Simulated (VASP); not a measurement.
# MgO (Fm-3m) in VASP: notebook

MgO is run at these levels: r2SCAN; tasks: single point.

Program: VASP 6.6.1. These are calculated values, not measurements. Logs are shortened: lines on timing, memory, paths and dates and some standing lists are left out, and cuts for length are marked.

**The experiment to reproduce.**

From “Electronic structure of alkaline earth and post-transition metal oxides”, 2009, arxiv:0908.1581, for a bulk crystal of MgO: band gap 7.83 eV.

The results are compared with them further down.

### Step 1. The cell of the first run

It takes space group Fm-3m (No. 225, cubic). Conventional cell: a = 4.204 Å, b = 4.204 Å, c = 4.204 Å, α = 90.00°, β = 90.00°, γ = 90.00°. Mg (site symmetry m-3m) has 6 O at 2.10 Å within 2.8 Å. Within 2.8 Å of O (site symmetry m-3m) lie 6 Mg at 2.10 Å.

### Step 2. Single point, r2SCAN

Contents of POSCAR:

```
MgO
1.0
    0.0000000000      2.1021671475      2.1021671475
    2.1021671475      0.0000000000      2.1021671475
    2.1021671475      2.1021671475      0.0000000000
Mg O
1 1
Direct
    0.0000000000      0.0000000000      0.0000000000
    0.5000000000      0.5000000000      0.5000000000
```

Contents of INCAR.step1:

```
SYSTEM = MgO
PREC = Accurate ; ENCUT = 520
ISMEAR = 0 ; SIGMA = 0.01
LREAL = .FALSE. ; LASPH = .TRUE.
NELM = 80 ; NBANDS = 11
GGA = PE ; ALGO = Normal
EDIFF = 1E-4 ; LWAVE = .TRUE.
LCHARG = .FALSE.
```

Contents of INCAR.step2:

```
SYSTEM = MgO
PREC = Accurate ; ENCUT = 520
EDIFF = 1E-6 ; ISMEAR = 0
SIGMA = 0.01 ; LREAL = .FALSE.
LASPH = .TRUE. ; NELM = 80
ALGO = Normal ; ISIF = 2
LWAVE = .FALSE. ; LCHARG = .FALSE.
METAGGA = R2SCAN ; LMIXTAU = .TRUE.
NBANDS = 11 ; ISTART = 1
```

Contents of KPOINTS:

```
Automatic mesh
0
G
  10 10 10
  0 0 0
```

Potentials or basis: VASP PAW PBE potentials, release 64 (Mg, O).

Run with:

```
$ cat potpaw_PBE.64/Mg/POTCAR potpaw_PBE.64/O/POTCAR > POTCAR
$ cp INCAR.step1 INCAR
$ mpirun -np 1 vasp_std > vasp.out
$ cp INCAR.step2 INCAR
$ mpirun -np 1 vasp_std > vasp.out
```

OUTCAR:

```text
SYSTEM = MgO
   PREC = Accurate
   ENCUT = 520
   EDIFF = 1E-6
   ISMEAR = 0
   LREAL = .FALSE.
   LASPH = .TRUE.
   NELM = 80
   ISIF = 2
   METAGGA = R2SCAN
   ISTART = 1

 ion  position               nearest neighbor table
   1  0.000  0.000  0.000-   2 2.10   2 2.10   2 2.10   2 2.10   2 2.10   2 2.10
   2  0.500  0.500  0.500-   1 2.10   1 2.10   1 2.10   1 2.10   1 2.10   1 2.10

  LATTYP: Found a face centered cubic cell.
 ALAT       =     4.2043342950

  Lattice vectors:

 A1 = (   0.0000000000,   2.1021671475,   2.1021671475)
 A2 = (   2.1021671475,   0.0000000000,   2.1021671475)
 A3 = (   2.1021671475,   2.1021671475,   0.0000000000)

Analysis of symmetry for initial positions (statically):
=====================================================================
 Subroutine PRICEL returns:
 Original cell was already a primitive cell.

 Routine SETGRP: Setting up the symmetry group for a
 face centered cubic supercell.

 Subroutine GETGRP returns: Found 48 space group operations
 (whereof 48 operations were pure point group operations)
 out of a pool of 48 trial point group operations.

The static configuration has the point symmetry O_h .

Analysis of symmetry for dynamics (positions and initial velocities):
=====================================================================
 Subroutine PRICEL returns:
 Original cell was already a primitive cell.

 Routine SETGRP: Setting up the symmetry group for a
 face centered cubic supercell.

 Subroutine GETGRP returns: Found 48 space group operations
 (whereof 48 operations were pure point group operations)
 out of a pool of 48 trial point group operations.

The dynamic configuration has the point symmetry O_h .

 Subroutine INISYM returns: Found 48 space group operations
 (whereof 48 operations are pure point group operations),
 and found     1 'primitive' translations

----------------------------------------------------------------------------------------

                                     Primitive cell

  volume of cell :      18.5794

  direct lattice vectors                    reciprocal lattice vectors
     0.000000000  2.102167147  2.102167147    -0.237849783  0.237849783  0.237849783
     2.102167147  0.000000000  2.102167147     0.237849783 -0.237849783  0.237849783
     2.102167147  2.102167147  0.000000000     0.237849783  0.237849783 -0.237849783

  length of vectors
     2.972913290  2.972913290  2.972913290     0.411967909  0.411967909  0.411967909

  position of ions in fractional coordinates (direct lattice)
     0.000000000  0.000000000  0.000000000
     0.500000000  0.500000000  0.500000000

  ion indices of the primitive-cell ions
   primitive index   ion index
                 1           1
                 2           2

----------------------------------------------------------------------------------------

 KPOINTS: Automatic mesh

Automatic generation of k-mesh.
 Grid dimensions read from file:
 generate k-points for:   10   10   10

 Generating k-lattice:

  Cartesian coordinates                     Fractional coordinates (reciprocal lattice)
    -0.023784978  0.023784978  0.023784978     0.100000000  0.000000000  0.000000000
     0.023784978 -0.023784978  0.023784978     0.000000000  0.100000000  0.000000000
     0.023784978  0.023784978 -0.023784978     0.000000000  0.000000000  0.100000000

  Length of vectors
     0.041196791  0.041196791  0.041196791

  Shift w.r.t. Gamma in fractional coordinates (k-lattice)
     0.000000000  0.000000000  0.000000000

 Subroutine IBZKPT returns following result:
 ===========================================

 Found     47 irreducible k-points:

 Following reciprocal coordinates:
            Coordinates               Weight
  0.000000  0.000000  0.000000      1.000000
  0.100000  0.000000  0.000000      8.000000
  0.200000  0.000000  0.000000      8.000000
  0.300000  0.000000  0.000000      8.000000
  0.400000  0.000000  0.000000      8.000000
  0.500000  0.000000  0.000000      4.000000
[... 16 lines left out ...]
  0.300000  0.300000  0.000000      6.000000
  0.400000  0.300000  0.000000     24.000000
 [... further k-points ...]
   k-points           NKPTS =     47   k-points in BZ     NKDIM =     47   number of bands    NBANDS=     11
   number of dos      NEDOS =    301   number of ions     NIONS =      2
   total plane-waves  NPLWV =  13824
   dimension x,y,z NGX =    24 NGY =   24 NGZ =   24
   dimension x,y,z NGXF=    48 NGYF=   48 NGZF=   48
   ions per type =               1   1
   NGX,Y,Z   is equivalent  to a cutoff of  13.42, 13.42, 13.42 a.u.
   NGXF,Y,Z  is equivalent  to a cutoff of  26.84, 26.84, 26.84 a.u.
 SYSTEM =  MgO
   PREC   = accura    normal or accurate (medium, high low for compatibility)
   ISTART =      1    job   : 0-new  1-cont  2-samecut
   ICHARG =      0    charge: 1-file 2-atom 10-const
   ISPIN  =      1    spin polarized calculation?
   LNONCOLLINEAR =      F non collinear calculations
   LSORBIT =      F    spin-orbit coupling
   LASPH  =      T    aspherical Exc in radial PAW
   ENCUT  =  520.0 eV  38.22 Ry    6.18 a.u.   5.53  5.53  5.53*2*pi/ulx,y,z
   NELM   =     80;   NELMIN=  2; NELMDL=  0     # of ELM steps
   EDIFF  = 0.1E-05   stopping-criterion for ELM
   LREAL  =      F    real-space projection
   EDIFFG = 0.1E-04   stopping-criterion for IOM
   NSW    =      0    number of steps for IOM
   IBRION =     -1    ionic relax: 0-MD 1-quasi-New 2-CG
   NFREE  =      0    steps in history (QN), initial steepest desc. (CG)
   ISIF   =      2    stress and relaxation
   ISYM   =      2    0-nonsym 1-usesym 2-fastsym
   POTIM  = 0.5000    time-step for ionic-motion
   TEBEG  =    0.0;   TEEND  =   0.0 temperature during run
   PSTRESS=    0.0 pullay stress
   NELECT =       8.0000    total number of electrons
   NUPDOWN=      -1.0000    fix difference up-down
   EMIN   =  10.00;   EMAX   =-10.00  energy-range for DOS
   EFERMI =   0.00;   METHOD = LEGACY
   ISMEAR =     0;   SIGMA  =   0.01  broadening in eV -4-tet -1-fermi 0-gaus
   EFERMI_NEDOS =   21; number of points for ismear=-14 and -15
   IALGO  =     38    algorithm
   IMIX   =      4    mixing-type and parameters
     AMIX     =   0.40;   BMIX     =  1.00
     AMIX_MAG =   1.60;   BMIX_MAG =  1.00
  volume/ion in A,a.u.               =       9.29        62.69
  Fermi-wavevector in a.u.,A,eV,Ry     =   1.236216  2.336109 20.792821  1.528229
  Thomas-Fermi vector in A             =   2.370833
   LORBIT       =      0    0 simple, 1 ext, 2 COOP (PROOUT), +10 PAW based schemes
   METAGGA = R2SCAN    functional components
   LHFCALC =     F    Hartree Fock is set to
   AEXX    =    0.0000 exact exchange contribution
   IVDW    =     0    specifies the selected vdW correction
   LEPSILON=     F    determine dielectric tensor
   LRPA    =     F    only Hartree local field effects (RPA)
 non-spin polarized calculation
 Gauss-broadening in eV      SIGMA  =   0.01
  energy-cutoff  :      520.00
  volume of cell :       18.58
 maximum number of plane-waves:       531
 NGX is ok and might be reduce to    24
   NGX = 11   NGY = 11   NGZ = 11

 number of electron       8.0000004 magnetization

 Free energy of the ion-electron system (eV)
  ---------------------------------------------------
  ext. energy  EPLUGINS =         0.00000000
  ---------------------------------------------------
  free energy    TOTEN  =       -16.16111237 eV

  energy without entropy =      -16.16111237  energy(sigma->0) =      -16.16111237

 E-fermi :   2.9680     XC(G=0): -11.6234

 val. band max:        2.8163901270   @ k =   0.0000   0.0000   0.0000
 cond. band min:       8.4763592608   @ k =   0.0000   0.0000   0.0000
 fundamental gap:      5.6599691338
 Fermi energy:         2.9679550122

 k-point     1 :       0.0000    0.0000    0.0000
  band No.  band energies     occupation
      1     -15.4125      2.00000
      2       2.8164      2.00000
      3       2.8164      2.00000
      4       2.8164      2.00000
      5       8.4764      0.00000
      6      19.6823      0.00000
      7      19.6823      0.00000
      8      19.6823      0.00000
      9      23.8436      0.00000
     10      25.6170      0.00000
     11      25.6170      0.00000

 k-point     2 :       0.1000    0.0000    0.0000
  band No.  band energies     occupation
      1     -15.3074      2.00000
      2       2.1863      2.00000
      3       2.7464      2.00000
      4       2.7464      2.00000
      5       9.0912      0.00000
      6      18.4388      0.00000
      7      19.9369      0.00000
      8      19.9369      0.00000
      9      24.9060      0.00000
     10      24.9060      0.00000
     11      25.5460      0.00000

 k-point     3 :       0.2000    0.0000    0.0000
  band No.  band energies     occupation
      1     -15.0197      2.00000
      2       0.8652      2.00000
      3       2.5688      2.00000
      4       2.5688      2.00000
      5      10.3041      0.00000
      6      16.9304      0.00000
      7      20.4601      0.00000
      8      20.4601      0.00000
      9      24.2110      0.00000
     10      24.2110      0.00000
     11      26.6340      0.00000

 k-point     4 :       0.3000    0.0000    0.0000
  band No.  band energies     occupation
      1     -14.6338      2.00000
      2      -0.4764      2.00000
      3       2.3596      2.00000
      4       2.3596      2.00000
      5      11.2604      0.00000
      6      16.2950      0.00000
      7      20.6134      0.00000
      8      20.6134      0.00000
      9      24.6889      0.00000
     10      24.6889      0.00000
     11      26.0464      0.00000

 k-point     5 :       0.4000    0.0000    0.0000
  band No.  band energies     occupation
      1     -14.2905      2.00000
      2      -1.4571      2.00000
      3       2.1979      2.00000
      4       2.1979      2.00000
      5      11.6094      0.00000
      6      16.4751      0.00000
      7      20.4085      0.00000
      8      20.4085      0.00000
      9      25.4815      0.00000
     10      26.0468      0.00000
     11      26.0468      0.00000
[... 211 lines left out ...]
 k-point    21 :      -0.3000    0.2000    0.0000
  band No.  band energies     occupation
      1     -14.2135      2.00000
      2      -0.8634      2.00000
      3       0.9934      2.00000
      4       2.1387      2.00000
      5      13.0907      0.00000
      6      15.8560      0.00000
      7      18.2457      0.00000
      8      21.4163      0.00000
      9      24.3472      0.00000
     10      25.3366      0.00000
     11      29.5371      0.00000

 k-point    22 :      -0.2000    0.2000    0.0000
  band No.  band energies     occupation
      1     -14.5194      2.00000
      2      -0.2783      2.00000
      3       1.4667      2.00000
      4       2.3538      2.00000
      5      12.2571      0.00000
      6      15.7760      0.00000
      7      19.1616      0.00000
      8      21.8972      0.00000
      9      22.4547      0.00000
     10      25.6233      0.00000
     11      29.2980      0.00000

 k-point    23 :       0.3000    0.3000    0.0000
  band No.  band energies     occupation
      1     -14.4357      2.00000
      2      -0.3429      2.00000
      3       1.8569      2.00000
      4       1.8569      2.00000
      5      12.7127      0.00000
      6      14.2051      0.00000
      7      18.4921      0.00000
      8      22.0809      0.00000
      9      22.0809      0.00000
     10      28.3674      0.00000
     11      31.8979      0.00000

 k-point    24 :       0.4000    0.3000    0.0000
  band No.  band energies     occupation
      1     -14.1943      2.00000
      2      -0.7795      2.00000
      3       1.4898      2.00000
      4       1.7049      2.00000
      5      13.4484      0.00000
      6      13.9803      0.00000
      7      17.6492      0.00000
      8      22.3626      0.00000
      9      22.5861      0.00000
     10      29.1718      0.00000
     11      31.4076      0.00000

 [... further k-points ...]
[... 5 lines left out ...]
  --------------------------------------------------------------------------------------
  -------------------------------------------------------------------------------------
  Total       -0.1318441     -0.1318441     -0.1318441      0.0000000      0.0000000      0.0000000
  in kB      -11.3694512    -11.3694512    -11.3694512      0.0000000      0.0000000      0.0000000
  external PRESSURE =     -11.3694512 kB  Pullay stress =       0.0000000 kB

 VOLUME and BASIS-vectors are now :
 -----------------------------------------------------------------------------
  energy-cutoff  :      520.00
  volume of cell :       18.58
      direct lattice vectors                 reciprocal lattice vectors
     0.000000000  2.102167147  2.102167147    -0.237849783  0.237849783  0.237849783
     2.102167147  0.000000000  2.102167147     0.237849783 -0.237849783  0.237849783
     2.102167147  2.102167147  0.000000000     0.237849783  0.237849783 -0.237849783

 POSITION                                       TOTAL-FORCE (eV/Angst)
 -----------------------------------------------------------------------------------
      0.00000      0.00000      0.00000        -0.000000     -0.000000     -0.000000
      2.10217      2.10217      2.10217         0.000000      0.000000      0.000000
 -----------------------------------------------------------------------------------
    total drift:                               -0.000000     -0.000000      0.000000

  FREE ENERGIE OF THE ION-ELECTRON SYSTEM (eV)
  ---------------------------------------------------
  free  energy   TOTEN  =       -16.1611123708 eV

  energy  without entropy=      -16.1611123708  energy(sigma->0) =      -16.16111237
```

It took 20 s on 1 thread of AMD EPYC 7R13, shared host; peak memory 0.15 GiB.

What came out:

| Quantity | Value |
| --- | --- |
| Free energy | -16.1611 eV |
| Pressure | -1.1 GPa |
| Band gap on the k mesh | 5.66 eV, direct |

Caveat: the PAW data sets were made with another functional, which shifts forces and pressure a little.

(Part 1 of 2 ends here.)
